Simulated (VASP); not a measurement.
Li2ZnO2:

```xyz
10
Lattice="6.1518 0.0000 0.0000 0.0000 6.1518 0.0000 0.0000 0.0000 3.5164" Properties=species:S:1:pos:R:3 pbc="T T T"
Li    4.1906    1.1147    1.7582
Li    1.9612    5.0371    1.7582
Li    1.1147    1.9612    1.7582
Li    5.0371    4.1906    1.7582
Zn    3.0759    3.0759    0.0000
Zn    0.0000    0.0000    0.0000
O     0.7025    3.7784    0.0000
O     5.4492    2.3733    0.0000
O     3.7784    5.4492    0.0000
O     2.3733    0.7025    0.0000
```

The cell was generated, and may not be a known phase.

```yaml
Program: VASP 6.6.1
Task: relaxation of cell and atoms
Functional: PBE
Potentials_or_basis: VASP PAW PBE potentials, release 64 (Li_sv, Zn, O)
Cutoff: 600 eV
k_mesh: 4 × 4 × 6
Occupations: gaussian, width 0.1 eV
Spin: no spin polarisation
```

At the start: pressure -11.7 GPa; volume 13.31 Å³/atom.

Question: How do energy, volume and symmetry change on relaxing?

Answer: Over 20 steps the energy falls by 706.9 meV/atom and the volume is 9.24 Å³/atom (-30.6 %); space group P4/mbm (No. 127, to 0.1 Å) before and after.

The path:
```csv
step,energy change (eV),largest force (eV/Å),pressure (GPa),volume (Å³)
1,0.0000,1.8226,-11.66,133.07
2,-2.0454,2.7555,-9.20,115.28
3,-2.7205,1.6145,50.89,71.55
4,-3.8154,3.3350,2.33,94.48
5,-3.8840,2.5143,26.84,78.94
6,-4.1348,3.0858,13.54,85.47
7,-5.0511,1.6295,17.48,82.55
8,-5.3441,1.3867,24.54,79.65
9,-6.3000,1.1085,12.29,85.17
10,-6.8443,0.6852,0.08,93.15
11,-6.8629,0.6088,-1.63,94.70
12,-6.8639,0.5930,-1.96,95.02
13,-6.9378,0.4898,-1.78,94.90
14,-7.0384,0.1243,-0.90,94.50
15,-7.0524,0.0982,-0.50,93.79
16,-7.0637,0.0995,0.26,92.52
17,-7.0638,0.1035,0.34,92.38
18,-7.0665,0.0636,-0.14,92.58
19,-7.0670,0.0406,-0.42,92.71
20,-7.0686,0.0201,-0.15,92.35
```

Final structure:
```cif
data_structure
_symmetry_space_group_name_H-M 'P 1'
_symmetry_Int_Tables_number 1
_cell_length_a 5.6210
_cell_length_b 5.6210
_cell_length_c 2.9230
_cell_angle_alpha 90.000
_cell_angle_beta 90.000
_cell_angle_gamma 90.000
_cell_volume 92.35
loop_
_atom_site_label
_atom_site_type_symbol
_atom_site_fract_x
_atom_site_fract_y
_atom_site_fract_z
_atom_site_occupancy
Li1 Li 0.63484 0.13484 0.50000 1
Li2 Li 0.36516 0.86516 0.50000 1
Li3 Li 0.13484 0.36516 0.50000 1
Li4 Li 0.86516 0.63484 0.50000 1
Zn1 Zn 0.50000 0.50000 0.00000 1
Zn2 Zn 0.00000 0.00000 0.00000 1
O1 O 0.18615 0.68615 0.00000 1
O2 O 0.81385 0.31385 0.00000 1
O3 O 0.68615 0.81385 0.00000 1
O4 O 0.31385 0.18615 0.00000 1
```

Caveat: the cutoff is under 1.25 times the usual one of these potentials, so pressure, stress and relaxed cells hold a basis-set (Pulay) error; the volume moved by over 15 % at a fixed basis, so the end points are rough.
